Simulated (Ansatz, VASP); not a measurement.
# One calculation of Ga, two programs

```
Ga
1.0
     1.45000   -4.06500    0.00000
     1.45000    4.06500    0.00000
     0.00000    0.00000    3.17000
Ga
2
Direct
  0.13300 0.86700 0.75000
  0.86700 0.13300 0.25000
```

Alike in both runs: functional PBE; k mesh 8 × 8 × 7; occupations fermi-dirac, width 0.05 eV; no spin polarisation.

```csv
,VASP,Ansatz
version,VASP 6.6.1,Ansatz 0.2.0
potentials or method,"VASP PAW PBE potentials, release 64 (Ga_d)",Ansatz PAW
plane-wave cutoff (eV),520,420
valence electrons in the cell,26,26
task,single point,band structure
```

Ansatz gave:

```
gap on the k mesh at the Fermi level (eV)                     : none
pressure (GPa)                                                : 1.6
traceless stress, the component that is largest in VASP (GPa) : 1.44
rms of the force components (eV/Å)                            : 0.135
```

Task: Estimate VASP's values.

Result: gap on the k mesh at the Fermi level (eV): none; pressure (GPa): 1.6; traceless stress, the component that is largest in VASP (GPa): 1.47; rms of the force components (eV/Å): 0.136.

Atom by atom the forces differ by 0.001 eV/Å (rms over components). A gap of «none» marks a metal or a gap that the smearing closes.
